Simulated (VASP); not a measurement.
# MgO (P1) in VASP: single point with PBEsol

Aim: the single point of MgO with PBEsol.

All numbers are computed with VASP 6.6.1; they aren't measurements. Logs are shortened: lines on timing, memory, paths and dates and some standing lists are left out, and cuts for length are marked.

**1. The cell of the first run**

The typed cell holds 4 atoms: a = 3.584 Å, b = 3.552 Å, c = 4.335 Å, α = 90.71°, β = 90.49°, γ = 120.08°.

**2. Single point, PBEsol (atoms moved at random and the cell strained at random)**

The input, INCAR:

```
SYSTEM = MgO
  ALGO = Normal
  EDIFF = 1E-6
  ENCUT = 520
  GGA = PS
  ISIF = 2
  ISMEAR = 0
  LASPH = .True.
  LCHARG = .False.
  LREAL = .False.
  LWAVE = .False.
  NBANDS = 16
  NELM = 100
  PREC = Accurate
  SIGMA = 0.02
```

The input, KPOINTS:

```
k-points
0
Gamma
  9 9 6
  0 0 0
```

The input, POSCAR:

```
MgO
1.0
    3.5843799444      0.0069030282     -0.0152354713
   -1.7862117745      3.0696138691     -0.0222128673
   -0.0182580401     -0.0412790473      4.3348013266
Mg O
2 2
Direct
    0.6362395860      0.3154980217      0.7308666320
    0.3207612942      0.7107233591      0.2633411800
    0.6650030651      0.3026539501      0.2392317960
    0.3779960547      0.6711246691      0.7665603919
```

Potentials or basis: VASP PAW PBE potentials, release 64 (Mg, O).

Command:

```
$ cat potpaw_PBE.64/Mg/POTCAR potpaw_PBE.64/O/POTCAR > POTCAR
$ mpirun -np 1 vasp_std > vasp.out
```

OUTCAR:

```text
SYSTEM = MgO
   EDIFF = 1E-6
   ENCUT = 520
   GGA = PS
   ISIF = 2
   ISMEAR = 0
   LASPH = .True.
   LREAL = .False.
   NELM = 100
   PREC = Accurate

 ion  position               nearest neighbor table
   1  0.636  0.315  0.731-   4 1.91   4 2.00   3 2.14   3 2.21   4 2.30   2 2.72   2 2.97   2 2.99
                             2 3.00   2 3.11   2 3.18
   2  0.321  0.711  0.263-   3 1.83   3 2.05   4 2.17   4 2.20   3 2.33   1 2.72   1 2.97   1 2.99
                             1 3.00   1 3.11   1 3.18
   3  0.665  0.303  0.239-   2 1.83   2 2.05   1 2.14   1 2.21   2 2.33
   4  0.378  0.671  0.767-   1 1.91   1 2.00   2 2.17   2 2.20   1 2.30

  LATTYP: Found a triclinic cell.
 ALAT       =     3.5515595476
 B/A-ratio  =     2.0984933451
 C/A-ratio  =     1.0092521110
 COS(alpha) =     0.0017061695
 COS(beta)  =     0.5012407347
 COS(gamma) =     0.7048046952

  Lattice vectors:

 A1 = (   1.7862117745,  -3.0696138691,   0.0222128673)
 A2 = (   0.0063016447,  -6.1048517191,  -4.2751401207)
 A3 = (   3.5843799444,   0.0069030282,  -0.0152354713)

Analysis of symmetry for initial positions (statically):
=====================================================================
 Subroutine PRICEL returns:
 Original cell was already a primitive cell.

 Routine SETGRP: Setting up the symmetry group for a
 triclinic supercell.

 Subroutine GETGRP returns: Found  1 space group operations
 (whereof  1 operations were pure point group operations)
 out of a pool of  2 trial point group operations.

The static configuration has the point symmetry C_1 .

Analysis of symmetry for dynamics (positions and initial velocities):
=====================================================================
 Subroutine PRICEL returns:
 Original cell was already a primitive cell.

 Routine SETGRP: Setting up the symmetry group for a
 triclinic supercell.

 Subroutine GETGRP returns: Found  1 space group operations
 (whereof  1 operations were pure point group operations)
 out of a pool of  2 trial point group operations.

The dynamic configuration has the point symmetry C_1 .

 Subroutine INISYM returns: Found  1 space group operations
 (whereof  1 operations are pure point group operations),
 and found     1 'primitive' translations

----------------------------------------------------------------------------------------

                                     Primitive cell

  volume of cell :      47.7425

  direct lattice vectors                    reciprocal lattice vectors
     3.584379944  0.006903028 -0.015235471     0.278687483  0.162188231  0.002718294
    -1.786211774  3.069613869 -0.022212867    -0.000613590  0.325439232  0.003096478
    -0.018258040 -0.041279047  4.334801327     0.000976355  0.002237693  0.230716501

  length of vectors
     3.584418971  3.551559548  4.335036316     0.322457942  0.325454541  0.230729418

  position of ions in fractional coordinates (direct lattice)
     0.636239586  0.315498022  0.730866632
     0.320761294  0.710723359  0.263341180
     0.665003065  0.302653950  0.239231796
     0.377996055  0.671124669  0.766560392

  ion indices of the primitive-cell ions
   primitive index   ion index
                 1           1
                 2           2
                 3           3
                 4           4

----------------------------------------------------------------------------------------

 KPOINTS: k-points

Automatic generation of k-mesh.
 Grid dimensions read from file:
 generate k-points for:    9    9    6

 Generating k-lattice:

  Cartesian coordinates                     Fractional coordinates (reciprocal lattice)
     0.030965276  0.018020915  0.000302033     0.111111111  0.000000000  0.000000000
    -0.000068177  0.036159915  0.000344053     0.000000000  0.111111111 -0.000000000
     0.000162726  0.000372949  0.038452750     0.000000000  0.000000000  0.166666667

  Length of vectors
     0.035828660  0.036161616  0.038454903

  Shift w.r.t. Gamma in fractional coordinates (k-lattice)
     0.000000000  0.000000000  0.000000000

 Subroutine IBZKPT returns following result:
 ===========================================

 Found    244 irreducible k-points:

 Following reciprocal coordinates:
            Coordinates               Weight
  0.000000  0.000000  0.000000      1.000000
  0.111111  0.000000 -0.000000      2.000000
  0.222222  0.000000 -0.000000      2.000000
  0.333333  0.000000 -0.000000      2.000000
  0.444444  0.000000 -0.000000      2.000000
 -0.000000  0.111111 -0.000000      2.000000
[... 16 lines left out ...]
 -0.111111  0.222222 -0.000000      2.000000
 -0.000000  0.333333 -0.000000      2.000000
 [... further k-points ...]
   k-points           NKPTS =    244   k-points in BZ     NKDIM =    244   number of bands    NBANDS=     16
   number of dos      NEDOS =    301   number of ions     NIONS =      4
   total plane-waves  NPLWV =  25088
   dimension x,y,z NGX =    28 NGY =   28 NGZ =   32
   dimension x,y,z NGXF=    56 NGYF=   56 NGZF=   64
   ions per type =               2   2
   NGX,Y,Z   is equivalent  to a cutoff of  12.99, 13.11, 12.27 a.u.
   NGXF,Y,Z  is equivalent  to a cutoff of  25.97, 26.21, 24.54 a.u.
 SYSTEM =  MgO
   PREC   = accura    normal or accurate (medium, high low for compatibility)
   ISTART =      0    job   : 0-new  1-cont  2-samecut
   ICHARG =      2    charge: 1-file 2-atom 10-const
   ISPIN  =      1    spin polarized calculation?
   LNONCOLLINEAR =      F non collinear calculations
   LSORBIT =      F    spin-orbit coupling
   LASPH  =      T    aspherical Exc in radial PAW
   ENCUT  =  520.0 eV  38.22 Ry    6.18 a.u.   6.66  6.60  8.06*2*pi/ulx,y,z
   NELM   =    100;   NELMIN=  2; NELMDL= -5     # of ELM steps
   EDIFF  = 0.1E-05   stopping-criterion for ELM
   LREAL  =      F    real-space projection
   EDIFFG = 0.1E-04   stopping-criterion for IOM
   NSW    =      0    number of steps for IOM
   IBRION =     -1    ionic relax: 0-MD 1-quasi-New 2-CG
   NFREE  =      0    steps in history (QN), initial steepest desc. (CG)
   ISIF   =      2    stress and relaxation
   ISYM   =      2    0-nonsym 1-usesym 2-fastsym
   POTIM  = 0.5000    time-step for ionic-motion
   TEBEG  =    0.0;   TEEND  =   0.0 temperature during run
   PSTRESS=    0.0 pullay stress
   NELECT =      16.0000    total number of electrons
   NUPDOWN=      -1.0000    fix difference up-down
   EMIN   =  10.00;   EMAX   =-10.00  energy-range for DOS
   EFERMI =   0.00;   METHOD = LEGACY
   ISMEAR =     0;   SIGMA  =   0.02  broadening in eV -4-tet -1-fermi 0-gaus
   EFERMI_NEDOS =   21; number of points for ismear=-14 and -15
   IALGO  =     38    algorithm
   IMIX   =      4    mixing-type and parameters
     AMIX     =   0.40;   BMIX     =  1.00
     AMIX_MAG =   1.60;   BMIX_MAG =  1.00
  volume/ion in A,a.u.               =      11.94        80.55
  Fermi-wavevector in a.u.,A,eV,Ry     =   1.137137  2.148878 17.593444  1.293082
  Thomas-Fermi vector in A             =   2.273843
   LORBIT       =      0    0 simple, 1 ext, 2 COOP (PROOUT), +10 PAW based schemes
   GGA     = PS    functional components
   LHFCALC =     F    Hartree Fock is set to
   AEXX    =    0.0000 exact exchange contribution
   IVDW    =     0    specifies the selected vdW correction
   LEPSILON=     F    determine dielectric tensor
   LRPA    =     F    only Hartree local field effects (RPA)
 non-spin polarized calculation
 Gauss-broadening in eV      SIGMA  =   0.02
  energy-cutoff  :      520.00
  volume of cell :       47.74
 maximum number of plane-waves:      1305
   NGX = 13   NGY = 13   NGZ = 17

 number of electron      15.9999998 magnetization

 Free energy of the ion-electron system (eV)
  ---------------------------------------------------
  ext. energy  EPLUGINS =         0.00000000
  ---------------------------------------------------
  free energy    TOTEN  =       -24.03668570 eV

  energy without entropy =      -24.03668570  energy(sigma->0) =      -24.03668570

 E-fermi :   1.5077     XC(G=0):  -9.9425

 val. band max:        1.3839061423   @ k =   0.0000   0.0000   0.0000
 cond. band min:       4.1533129638   @ k =   0.0000   0.0000   0.0000
 fundamental gap:      2.7694068215
 Fermi energy:         1.5077477964

 k-point     1 :       0.0000    0.0000    0.0000
  band No.  band energies     occupation
      1     -15.1694      2.00000
      2     -13.9547      2.00000
      3      -2.0666      2.00000
      4      -0.3944      2.00000
      5      -0.0557      2.00000
      6       0.6194      2.00000
[... 8 lines left out ...]
     15      15.9144      0.00000
     16      16.5090      0.00000

 k-point     2 :       0.1111    0.0000   -0.0000
  band No.  band energies     occupation
      1     -15.1193      2.00000
      2     -13.9588      2.00000
      3      -1.9801      2.00000
      4      -0.5294      2.00000
      5      -0.2481      2.00000
      6       0.3764      2.00000
[... 8 lines left out ...]
     15      15.6322      0.00000
     16      16.4567      0.00000

 k-point     3 :       0.2222    0.0000   -0.0000
  band No.  band energies     occupation
      1     -14.9836      2.00000
      2     -13.9764      2.00000
      3      -1.7370      2.00000
      4      -1.0844      2.00000
      5      -0.5243      2.00000
      6       0.0571      2.00000
[... 8 lines left out ...]
     15      15.1993      0.00000
     16      15.9070      0.00000

 k-point     4 :       0.3333    0.0000   -0.0000
  band No.  band energies     occupation
      1     -14.8063      2.00000
      2     -14.0167      2.00000
      3      -1.7255      2.00000
      4      -1.3897      2.00000
      5      -0.7043      2.00000
      6      -0.1763      2.00000
[... 8 lines left out ...]
     15      15.2170      0.00000
     16      15.7967      0.00000
[... 324 lines left out ...]
 k-point    22 :      -0.2222    0.2222   -0.0000
  band No.  band energies     occupation
      1     -14.9684      2.00000
      2     -13.9949      2.00000
      3      -1.7073      2.00000
      4      -0.9708      2.00000
      5      -0.4832      2.00000
      6      -0.0424      2.00000
[... 8 lines left out ...]
     15      15.0613      0.00000
     16      15.5730      0.00000

 k-point    23 :      -0.1111    0.2222   -0.0000
  band No.  band energies     occupation
      1     -15.0040      2.00000
      2     -13.9884      2.00000
      3      -1.7791      2.00000
      4      -0.7612      2.00000
      5      -0.5089      2.00000
      6       0.1578      2.00000
[... 8 lines left out ...]
     15      15.1305      0.00000
     16      15.8746      0.00000

 k-point    24 :      -0.0000    0.3333   -0.0000
  band No.  band energies     occupation
      1     -14.7281      2.00000
      2     -14.0767      2.00000
      3      -1.5214      2.00000
      4      -1.2662      2.00000
      5      -0.5837      2.00000
      6      -0.4815      2.00000
[... 8 lines left out ...]
     15      14.8092      0.00000
     16      15.6289      0.00000

 [... further k-points ...]

------------------------ aborting loop because EDIFF is reached ----------------------------------------

  FORCE on cell =-STRESS in cart. coord.  units (eV):
  Direction    XX          YY          ZZ          XY          YZ          ZX
  --------------------------------------------------------------------------------------
  -------------------------------------------------------------------------------------
  Total       -2.5309411      2.1112964     -2.9146904     -0.6072158      0.7494524      0.0325515
  in kB      -84.9350719     70.8523459    -97.8131994    -20.3773695     25.1506440      1.0923855
  external PRESSURE =     -37.2986418 kB  Pullay stress =       0.0000000 kB

 VOLUME and BASIS-vectors are now :
 -----------------------------------------------------------------------------
  energy-cutoff  :      520.00
  volume of cell :       47.74
      direct lattice vectors                 reciprocal lattice vectors
     3.584379944  0.006903028 -0.015235471     0.278687483  0.162188231  0.002718294
    -1.786211774  3.069613869 -0.022212867    -0.000613590  0.325439232  0.003096478
    -0.018258040 -0.041279047  4.334801327     0.000976355  0.002237693  0.230716501

 POSITION                                       TOTAL-FORCE (eV/Angst)
 -----------------------------------------------------------------------------------
      1.70363      0.94268      3.15146         1.210446      0.167076      0.940171
     -0.12458      2.17299      1.12086         0.610530     -2.529798     -0.801718
      1.83865      0.92375      1.02017        -0.211854      2.245992      0.790128
      0.14211      2.03106      3.30222        -1.609121      0.116730     -0.928580
 -----------------------------------------------------------------------------------
    total drift:                               -0.000083      0.000659      0.000577

  FREE ENERGIE OF THE ION-ELECTRON SYSTEM (eV)
  ---------------------------------------------------
  free  energy   TOTEN  =       -24.0366856985 eV

  energy  without entropy=      -24.0366856985  energy(sigma->0) =      -24.03668570
```

Run time: 4.1 min. Hardware: 1 thread of Intel Xeon 8259CL, shared host; peak memory 0.29 GiB.

What came out:

```yaml
Free_energy: -24.0367 eV
Pressure: -3.7 GPa
Largest_force: 2.723 eV/Å
Band_gap_on_the_k_mesh: 2.77 eV
```

Forces in eV/Å, atoms in the order of the input:
```
Mg   1.210  0.167  0.940
Mg   0.611 -2.530 -0.802
O   -0.212  2.246  0.790
O   -1.609  0.117 -0.929
```

Stress tensor (GPa, compression positive):
```
-8.49 -2.04  0.11
-2.04  7.09  2.52
 0.11  2.52 -9.78
```

Levels at points of the mesh, in eV from the valence-band top:
| k point | band 4 | band 5 | band 6 | band 7 | band 8 | band 9 | band 10 | band 11 | band 12 | band 13 |
| --- | --- | --- | --- | --- | --- | --- | --- | --- | --- | --- |
| (0.00, 0.00, 0.00) | -1.78 | -1.44 | -0.76 | -0.63 | 0.00 | 2.77 | 8.50 | 11.17 | 11.78 | 12.16 |
| (0.00, 0.00, 0.50) | -2.27 | -1.47 | -1.30 | -0.94 | -0.89 | 5.52 | 6.04 | 11.86 | 12.19 | 12.45 |

Caveat: the cell differs from its parent crystal (atoms moved at random and the cell strained at random); the stress differs along the axes, from -10 to 7 GPa; the PAW data sets were made with another functional, which shifts forces and pressure a little.
